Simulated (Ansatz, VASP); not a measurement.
# K3Al in VASP and in Ansatz

```
K Al
1.0
     5.75999    0.00000    0.00000
     0.00000    5.75999    0.00000
     0.00000    0.00000    5.75999
K Al
3 1
Direct
  0.00000 0.50000 0.50000
  0.50000 0.00000 0.50000
  0.50000 0.50000 0.00000
  0.00000 0.00000 0.00000
```

Alike in both runs: functional PBE; k mesh 8 × 8 × 8; occupations gaussian, width 0.1 eV; no spin polarisation.

Ansatz relaxed the structure, and its values are those at the end. VASP's run is a single point on that final structure, the one shown.

```csv
,VASP,Ansatz
version,VASP 6.6.1,Ansatz 0.2.0
potentials or method,"VASP PAW PBE potentials, release 64 (K_sv, Al), cutoff 520 eV","scalar-relativistic, plane waves, PAW"
valence electrons in the cell,30,30
```

|  | VASP | Ansatz | Ansatz less VASP |
| --- | --- | --- | --- |
| gap on the k mesh at the Fermi level (eV) | none | none | - |
| pressure (GPa) | 0.0 | 0.0 | +0.01 |

A gap of «none» marks a metal or a gap that the smearing closes.
